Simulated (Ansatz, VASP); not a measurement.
Yb in VASP and in Ansatz

INCAR

```
PREC = Accurate ; ENCUT = 520
EDIFF = 1E-6 ; ISMEAR = -1
SIGMA = 0.05 ; LREAL = F
LASPH = T ; NELM = 100
ALGO = Normal ; ISIF = 2
LWAVE = F ; LCHARG = F
GGA = PE ; NBANDS = 18
```

Contents of KPOINTS:

```
regular mesh
0
Gamma
  15 15 15
```

POSCAR

```
Yb
1.0
   -2.0793297328      2.0793297328      2.0793297328
    2.0793297328     -2.0793297328      2.0793297328
    2.0793297328      2.0793297328     -2.0793297328
Yb
1
Direct
    0.0000000000      0.0000000000      0.0000000000
```

Input for Ansatz:

```yaml
crystal:
  lattice:
    - [-2.0793297328, 2.0793297328, 2.0793297328]
    - [2.0793297328, -2.0793297328, 2.0793297328]
    - [2.0793297328, 2.0793297328, -2.0793297328]
  atoms:
    - { symbol: Yb, position: [0.0, 0.0, 0.0] }
kpoints:
  mp_grid: { grid: [15, 15, 15] }
scf:
  occupations: { method: fermi_dirac, width: 0.05 }
hamiltonian:
  xc: pbe
  pseudopotentials: { kind: all_electron, lapw: { basis_error: 0.0005 } }
output:
  forces: true
  stress: true
  eigenvalues: true
```

Change from the starting cell: volume scaled by 1.04.

Alike in both runs: task single point; functional PBE; k mesh 15 × 15 × 15; occupations fermi-dirac, width 0.05 eV; no spin polarisation.

|  | VASP | Ansatz |
| --- | --- | --- |
| version | VASP 6.6.1 | Ansatz 0.2.0 |
| potentials or method | VASP PAW PBE potentials, release 64 (Yb), cutoff 520 eV | all-electron LAPW, scalar-relativistic |

```csv
,VASP,Ansatz,Ansatz less VASP
pressure (GPa),-0.4,-0.7,-0.29
```

Ansatz ran all-electron here, and VASP with PAW potentials.

Neither program's run includes spin-orbit coupling.
